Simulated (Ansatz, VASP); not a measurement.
One calculation of AlN, two programs

```xyz
2
Lattice="0.0000 2.1370 2.1370 2.1370 0.0000 2.1370 2.1370 2.1370 0.0000" Properties=species:S:1:pos:R:3 pbc="T T T"
Al    0.0000    0.0000    0.0000
N     2.1370    2.1370    2.1370
```

Change from the starting cell: hydrostatic strain +5.8%.

Alike in both runs: task single point; functional PBE; k mesh 10 × 10 × 10; occupations fermi-dirac, width 0.02 eV; no spin polarisation.

|  | VASP | Ansatz |
| --- | --- | --- |
| version | VASP 6.6.1 | Ansatz 0.2.0 |
| potentials or method | VASP PAW PBE potentials, release 64 (Al, N) | plane waves, PAW |
| plane-wave cutoff (eV) | 520 | 420 |
| valence electrons in the cell | 8 | 8 |

```tsv
	VASP	Ansatz	Ansatz less VASP
gap on the k mesh at the Fermi level (eV)	3.11	3.13	+0.017
pressure (GPa)	-27.5	-27.3	+0.18
```
